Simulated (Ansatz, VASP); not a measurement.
**InSe: VASP beside Ansatz**

```xyz
8
Lattice="4.0889 0.0000 0.0000 -2.0444 3.5411 0.0000 0.0000 0.0000 18.4896" Properties=species:S:1:pos:R:3 pbc="T T T"
In    0.0000    2.3607    3.2103
In    2.0444    1.1804   12.4551
In    0.0000    2.3607    6.0345
In    2.0444    1.1804   15.2793
Se    0.0000    2.3607   11.1832
Se    2.0444    1.1804    1.9384
Se    0.0000    2.3607   16.5512
Se    2.0444    1.1804    7.3064
```

Alike in both runs: functional PBE; k mesh 6 × 6 × 2; no spin polarisation.

Ansatz relaxed the structure, and its values are those at the end. VASP's run is a single point on that final structure, the one shown.

|  | VASP | Ansatz |
| --- | --- | --- |
| version | VASP 6.6.1 | Ansatz 0.2.0 |
| potentials or method | VASP PAW PBE potentials, release 64 (In_d, Se) | plane waves, PAW |
| plane-wave cutoff (eV) | 520 | 420 |
| occupations | gaussian, width 0.01 eV | fixed |
| valence electrons in the cell | 76 | 116 |

|  | VASP | Ansatz | Ansatz less VASP |
| --- | --- | --- | --- |
| pressure (GPa) | 0.0 | 0.0 | -0.03 |
| rms of the force components (eV/Å) | 0.006 | 0.003 | -0.0031 |

VASP's potentials hold 76 valence electrons a cell and Ansatz's 116, so a difference there can come from the potentials and not from the codes.
